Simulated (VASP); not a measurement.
Here is a VASP 6.6.1 calculation.

Contents of POSCAR:

```
Sb
1.0
    2.1564921131      1.2450513020      3.7499488168
   -2.1564921131      1.2450513020      3.7499488168
    0.0000000000     -2.4901026040      3.7499488168
Sb
2
Direct
    0.2336185135      0.2336185135      0.2336185135
    0.7663814865      0.7663814865      0.7663814865
```

File INCAR.step1:

```
SYSTEM = Sb
PREC = Accurate ; ENCUT = 520
ISMEAR = 0 ; SIGMA = 0.05
LREAL = .FALSE. ; LASPH = .TRUE.
NELM = 150 ; MAGMOM = 0 0 0 0 0 0
LSORBIT = .TRUE. ; GGA_COMPAT = .FALSE.
NBANDS = 22 ; GGA = PE
ALGO = Normal ; EDIFF = 1E-4
LWAVE = .TRUE. ; LCHARG = .FALSE.
```

INCAR.step2

```
SYSTEM = Sb
PREC = Accurate ; ENCUT = 520
EDIFF = 1E-7 ; ISMEAR = 0
SIGMA = 0.05 ; LREAL = .FALSE.
LASPH = .TRUE. ; NELM = 150
ALGO = Normal ; ISIF = 2
LWAVE = .FALSE. ; LCHARG = .FALSE.
MAGMOM = 0 0 0 0 0 0 ; LORBIT = 11
LSORBIT = .TRUE. ; GGA_COMPAT = .FALSE.
LORBMOM = .TRUE. ; METAGGA = R2SCAN
LMIXTAU = .TRUE. ; NBANDS = 22
ISTART = 1
```

The input KPOINTS:

```
regular mesh
0
G
  6 6 6
  0 0 0
```

Potentials or basis: VASP PAW PBE potentials, release 64 (Sb).

The run is started by

```console
$ cat potpaw_PBE.64/Sb/POTCAR > POTCAR
$ cp INCAR.step1 INCAR
$ mpirun -np 1 vasp_ncl > vasp.out
$ cp INCAR.step2 INCAR
$ mpirun -np 1 vasp_ncl > vasp.out
```

Question: What does it give for the pressure?

Answer: 1.9 GPa.

Question: Predict the largest force.

Answer: 0.054 eV/Å.

Forces in eV/Å, atoms in the order of the input:
```
Sb   0.000  0.000 -0.054
Sb   0.000  0.000  0.054
```

Caveat: the PAW data sets were made with another functional, which shifts forces and pressure a little.
